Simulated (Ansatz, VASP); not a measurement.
## One calculation of BeS, two programs

File INCAR:

```
SYSTEM = BeS
ALGO = Normal ; EDIFF = 1E-7
EDIFFG = -0.001 ; ENCUT = 600
GGA = PE ; IBRION = 2
ISIF = 3 ; ISMEAR = 0
LASPH = .True. ; LCHARG = .False.
LREAL = .False. ; LWAVE = .False.
NELM = 80 ; NSW = 80
PREC = Accurate ; SIGMA = 0.01
```

Contents of KPOINTS:

```
k-points
0
Gamma
  6 6 6
  0 0 0
```

The input POSCAR:

```
BeS
1.0
   -3.3745768249      3.3745768249      2.8387715032
    3.3745768249     -3.3745768249      2.8387715032
    3.3745768249      3.3745768249     -2.8387715032
Be S
4 4
Direct
    0.5457769370      0.0457769370      0.2223152548
    0.8234616822      0.3234616822      0.7776847452
    0.0457769370      0.8234616822      0.5000000000
    0.3234616822      0.5457769370      0.5000000000
    0.6575498978      0.4732114831      0.5000000000
    0.9732114831      0.1575498978      0.5000000000
    0.1575498978      0.6575498978      0.1843384147
    0.4732114831      0.9732114831      0.8156615853
```

Input for Ansatz:

```yaml
crystal:
  lattice:
    - [-3.3745768249, 3.3745768249, 2.8387715032]
    - [3.3745768249, -3.3745768249, 2.8387715032]
    - [3.3745768249, 3.3745768249, -2.8387715032]
  atoms:
    - { symbol: Be, position: [0.545776937, 0.045776937, 0.2223152548] }
    - { symbol: Be, position: [0.8234616822, 0.3234616822, 0.7776847452] }
    - { symbol: Be, position: [0.045776937, 0.8234616822, 0.5] }
    - { symbol: Be, position: [0.3234616822, 0.545776937, 0.5] }
    - { symbol: S, position: [0.6575498978, 0.4732114831, 0.5] }
    - { symbol: S, position: [0.9732114831, 0.1575498978, 0.5] }
    - { symbol: S, position: [0.1575498978, 0.6575498978, 0.1843384147] }
    - { symbol: S, position: [0.4732114831, 0.9732114831, 0.8156615853] }
basis:
  ecutwfc: 420
kpoints:
  mp_grid: { grid: [6, 6, 6] }
hamiltonian:
  xc: pbe
scf:
  occupations: { method: fixed }
output:
  forces: true
  stress: true
  eigenvalues: true
relax:
  adjacent_minimum: "off"
  f_tol: 0.001
  max_steps: 60
  cell: { stress_tol: 0.01 }
```

Alike in both runs: task relaxation of cell and atoms; functional PBE; k mesh 6 × 6 × 6; no spin polarisation.

```csv
,VASP,Ansatz
version,VASP 6.6.1,Ansatz 0.2.0
potentials or method,"VASP PAW PBE potentials, release 64 (Be, S), cutoff 600 eV","scalar-relativistic, plane waves, PAW"
occupations,"gaussian, width 0.01 eV",fixed
valence electrons in the cell,32,32
```

|  | VASP | Ansatz | Ansatz less VASP |
| --- | --- | --- | --- |
| gap on the k mesh at the Fermi level, each at its own relaxed structure (eV) | 4.05 | 4.04 | -0.010 |
| relaxed volume (Å³/atom) | 16.17 | 16.17 | -0.003 |
| relaxed length of the cell vector where the two differ most in proportion (Å) | 5.554 | 5.553 | -0.0004 |
